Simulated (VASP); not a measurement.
Crystal: Au.

```xyz
1
Lattice="-1.6573 1.6573 1.6573 1.6573 -1.6573 1.6573 1.6573 1.6573 -1.6573" Properties=species:S:1:pos:R:3 pbc="T T T"
Au    0.0000    0.0000    0.0000
```

```yaml
Program: VASP 6.6.1
Task: relaxation of cell and atoms
Functional: PBEsol
Potentials_or_basis: VASP PAW PBE potentials, release 64 (Au)
Cutoff: 600 eV
k_mesh: 11 × 11 × 11
Occupations: fermi-dirac, width 0.05 eV
Spin: no spin polarisation
```

At the start: pressure -9.0 GPa; volume 18.21 Å³/atom.

Q: How do energy, volume and symmetry change on relaxing?

A: Over 4 steps the energy falls by 34.3 meV/atom and the volume is 17.07 Å³/atom (-6.2 %); space group Im-3m (No. 229, to 0.05 Å).

The path:
```
step  energy change (eV)  largest force (eV/Å)  pressure (GPa)  volume (Å³)
   1              0.0000                0.0000           -8.99        18.21
   2              0.0428                0.0000           19.17        15.64
   3             -0.0343                0.0000           -0.23        17.10
   4             -0.0343                0.0000           -0.03        17.07
```

Final structure:
```
CELL_PARAMETERS angstrom
-1.62214 1.62214 1.62214
1.62214 -1.62214 1.62214
1.62214 1.62214 -1.62214
ATOMIC_POSITIONS crystal
Au 0.00000 0.00000 0.00000
```

Caveat: the PAW data sets were made with another functional, which shifts forces and pressure a little.
